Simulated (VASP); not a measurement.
Ag:

```xyz
1
Lattice="-1.2800 1.2800 1.2800 1.2800 -1.2800 1.2800 1.2800 1.2800 -1.2800" Properties=species:S:1:pos:R:3 pbc="T T T"
Ag    0.0000    0.0000    0.0000
```

Base run:

| Quantity | Value |
| --- | --- |
| Program | VASP 6.6.1 |
| Functional | PBEsol |
| Potentials or basis | VASP PAW PBE potentials, release 64 (Ag) |
| Cutoff | 520 eV |
| k mesh | 18 × 18 × 18 |
| Occupations | tetrahedron |
| Spin | no spin polarisation |

Its results: pressure 532.9 GPa.

Task: The run is repeated on the same cell with these changes: occupations from tetrahedron to fermi-dirac, width 0.08 eV. What comes out?

Result: Pressure 531.6 GPa.

Caveats: the PAW data sets were made with another functional, which shifts forces and pressure a little.
